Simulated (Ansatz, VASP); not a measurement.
**Two plane-wave programs on HfGeTe**

```
Hf Ge Te
1.0
     3.97056    0.00000    0.00000
     0.00000    3.97056    0.00000
     0.00000    0.00000    8.72088
Hf Ge Te
2 2 2
Direct
  0.00000 0.50000 0.24100
  0.50000 0.00000 0.75900
  0.00000 0.00000 0.00000
  0.50000 0.50000 0.00000
  0.00000 0.50000 0.62000
  0.50000 0.00000 0.38000
```

Alike in both runs: task single point; functional LDA; k mesh 6 × 6 × 3; occupations fermi-dirac, width 0.05 eV; no spin polarisation.

```csv
,VASP,Ansatz
version,VASP 6.6.1,Ansatz 0.2.0
potentials or method,"VASP PAW LDA potentials, release 64 (Hf_pv, Ge_d, Te), cutoff 520 eV","plane waves, PAW"
valence electrons in the cell,60,112
```

Ansatz gave:

```
pressure (GPa)                                                : -10.5
traceless stress, the component that is largest in VASP (GPa) : 0.31
```

Q: Which values does VASP return?

A: Pressure (GPa): -10.5; traceless stress, the component that is largest in VASP (GPa): 0.28.

LDA's correlation is that of Perdew and Zunger in VASP and of Perdew and Wang (1992) in Ansatz. VASP's potentials hold 60 valence electrons a cell and Ansatz's 112, so a difference there can come from the potentials and not from the codes.

Spin-orbit coupling is off throughout.
